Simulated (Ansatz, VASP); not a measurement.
## Two plane-wave programs on Hf3Be

```
Hf Be
1.0
     6.02212    0.00000    0.00000
    -3.01106    5.21531    0.00000
     0.00000    0.00000    4.83580
Hf Be
6 2
Direct
  0.82695 0.65389 0.25000
  0.17305 0.82695 0.75000
  0.34611 0.17305 0.25000
  0.17305 0.34611 0.75000
  0.82695 0.17305 0.25000
  0.65389 0.82695 0.75000
  0.33333 0.66667 0.25000
  0.66667 0.33333 0.75000
```

Alike in both runs: functional PBE; k mesh 3 × 3 × 4; occupations gaussian, width 0.1 eV; no spin polarisation.

Ansatz relaxed the structure, and its values are those at the end. VASP's run is a single point on that final structure, the one shown.

|  | VASP | Ansatz |
| --- | --- | --- |
| version | VASP 6.6.1 | Ansatz 0.2.0 |
| potentials or method | VASP PAW PBE potentials, release 64 (Hf_pv, Be), cutoff 520 eV | scalar-relativistic, plane waves, PAW |
| valence electrons in the cell | 64 | 160 |

Ansatz gave:

| Property | Result |
| --- | --- |
| gap on the k mesh at the Fermi level (eV) | none |
| pressure (GPa) | 0.0 |
| rms of the force components (eV/Å) | 0.007 |

Task: Estimate VASP's values.

Result: gap on the k mesh at the Fermi level (eV): none; pressure (GPa): -0.4; rms of the force components (eV/Å): 0.011.

A gap of «none» marks a metal or a gap that the smearing closes. The functional is the same, so the differences come from potentials, cutoffs and numerics. VASP's potentials hold 64 valence electrons a cell and Ansatz's 160, so a difference there can come from the potentials and not from the codes.

The k mesh is coarse, so the values compare programs but aren't converged. Neither program's run includes spin-orbit coupling.
